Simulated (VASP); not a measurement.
Input of a VASP 6.6.1 run:

Contents of INCAR:

```
PREC = Accurate ; ENCUT = 520
EDIFF = 1E-6 ; ISMEAR = 0
SIGMA = 0.05 ; LREAL = Auto
LASPH = True ; NELM = 60
ALGO = Normal ; ISIF = 2
LWAVE = False ; LCHARG = False
LDIPOL = True ; IDIPOL = 3
DIPOL = 0.5 0.5 0.352 ; GGA = PS
NBANDS = 45
```

KPOINTS

```
regular mesh
0
Gamma
  4 8 1
```

The input POSCAR:

```
Si3H2C4
1.0
    6.1612406585      0.0000000000      0.0000000000
    0.0000000000      3.0806203293      0.0000000000
    0.0000000000      0.0000000000     20.0373883794
C Si H
8 6 4
Direct
    0.5000000000      0.5000000000      0.2321862369
    0.0000000000      0.5000000000      0.2321862369
    0.7500000000      0.0000000000      0.3408993827
    0.2500000000      0.0000000000      0.3408993827
   -0.0116660061      0.5000000000      0.4617043793
    0.5068317585      0.5000000000      0.4435232997
    0.3874709134      0.0000000000      0.5395091369
    0.5970493653      0.0000000000      0.5676066110
    0.2500000000      0.5000000000      0.2865428098
    0.7500000000      0.5000000000      0.2865428098
    0.5025596447      0.0000000000      0.3927429202
   -0.0063110070      0.0000000000      0.4008327749
    0.7103882957      0.5000000000      0.5159183706
    0.2665458679      0.5000000000      0.5015434332
    0.5000000000      0.2248963861      0.1983620084
    0.5000000000      0.7751036139      0.1983620084
    0.0000000000      0.7747262802      0.1982371399
    0.0000000000      0.2252737198      0.1982371399
```

Potentials or basis: VASP PAW PBE potentials, release 64 (C, Si, H).

Launch:

```sh
$ cat potpaw_PBE.64/C/POTCAR potpaw_PBE.64/Si/POTCAR potpaw_PBE.64/H/POTCAR > POTCAR
$ mpirun -np 1 vasp_std > vasp.out
```

(1) Predict the largest force.

(2) Estimate the band gap on the k mesh.

Answers

(1) 3.460 eV/Å.

(2) zero (bands 30 and 31 overlap by 0.60 eV).

Caveat: the PAW data sets were made with another functional, which shifts forces and pressure a little.
